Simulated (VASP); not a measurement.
Input of a VASP 6.6.1 run:

INCAR

```
SYSTEM = Sb
PREC     = Accurate       ! precision mode
ENCUT    = 500            ! plane-wave cutoff, eV
EDIFF    = 1E-6           ! SCF threshold, eV
ISMEAR   = 0              ! smearing method
SIGMA    = 0.1            ! smearing width, eV
LREAL    = .False.        ! projectors in reciprocal space
LASPH    = .True.         ! aspherical terms in the spheres
NELM     = 120            ! most SCF steps
ALGO     = Normal         ! electronic algorithm
ISIF     = 2              ! what is computed and relaxed
LWAVE    = .False.        ! write WAVECAR
LCHARG   = .True.         ! write CHGCAR
GGA      = PS             ! functional
LELF     = .True.         ! ELF
LVHAR    = .True.       
NBANDS   = 12             ! bands
GGA_COMPAT= .False.
```

File KPOINTS:

```
regular mesh
0
Gamma
  15 15 8
  0 0 0
```

POSCAR

```
Sb
1.0
    3.3010484151      0.0000000000      0.0000000000
   -1.6505242076      2.8587917866      0.0000000000
    0.0000000000      0.0000000000      5.4646253736
Sb
2
Direct
    0.3333333333      0.6666666667      0.2500000000
    0.6666666667      0.3333333333      0.7500000000
```

Potentials or basis: VASP PAW PBE potentials, release 64 (Sb).

Run with:

```sh
$ cat potpaw_PBE.64/Sb/POTCAR > POTCAR
$ mpirun -np 1 vasp_std > vasp.out
```

(1) Estimate the band gap on the k mesh.

(2) Estimate the pressure.

Answers

(1) zero (band 5 reaches 13.72 eV, above the bottom of band 6 at 5.52 eV).

(2) 1.0 GPa.

Caveat: the PAW data sets were made with another functional, which shifts forces and pressure a little; spin-orbit coupling is left out, which moves the levels of the heavy elements.
